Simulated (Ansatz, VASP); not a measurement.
**Two plane-wave programs on Hf3NbO2**

```xyz
6
Lattice="4.2430 0.0000 0.0000 -2.1215 3.6746 0.0000 0.0000 0.0000 5.3133" Properties=species:S:1:pos:R:3 pbc="T T T"
Hf    0.0000    2.4497    3.8457
Hf    2.1215    1.2249    1.4677
Hf    0.0000    0.0000    0.0000
Nb    0.0000    0.0000    2.6567
O     0.0000    2.4497    1.1644
O     2.1215    1.2249    4.1490
```

Change from the starting cell: species swapped into the Sn2Pd3Au type (P-3m1, No. 164).

Alike in both runs: task relaxation of cell and atoms; functional PBE; k mesh 6 × 6 × 4; occupations gaussian, width 0.1 eV; no spin polarisation.

```csv
,VASP,Ansatz
version,VASP 6.6.1,Ansatz 0.2.0
potentials or method,"VASP PAW PBE potentials, release 64 (Hf_pv, Nb_sv, O), cutoff 600 eV","scalar-relativistic, plane waves, PAW"
valence electrons in the cell,55,103
```

|  | VASP | Ansatz | Ansatz less VASP |
| --- | --- | --- | --- |
| gap on the k mesh at the Fermi level, each at its own relaxed structure (eV) | none | none | - |
| relaxed volume (Å³/atom) | 16.65 | 17.25 | +0.598 |
| relaxed cell length with the largest relative difference (Å) | 8.685 | 10.638 | +1.9529 |

A gap of «none» marks a metal or a gap that the smearing closes. One of these differences is far larger than is usual between the two programs; its cause wasn't traced. VASP's potentials hold 55 valence electrons a cell and Ansatz's 103, so a difference there can come from the potentials and not from the codes.

Spin-orbit coupling is off throughout. Noted on VASP's run: the volume moved by over 15 % at a fixed basis, so the end points are rough.
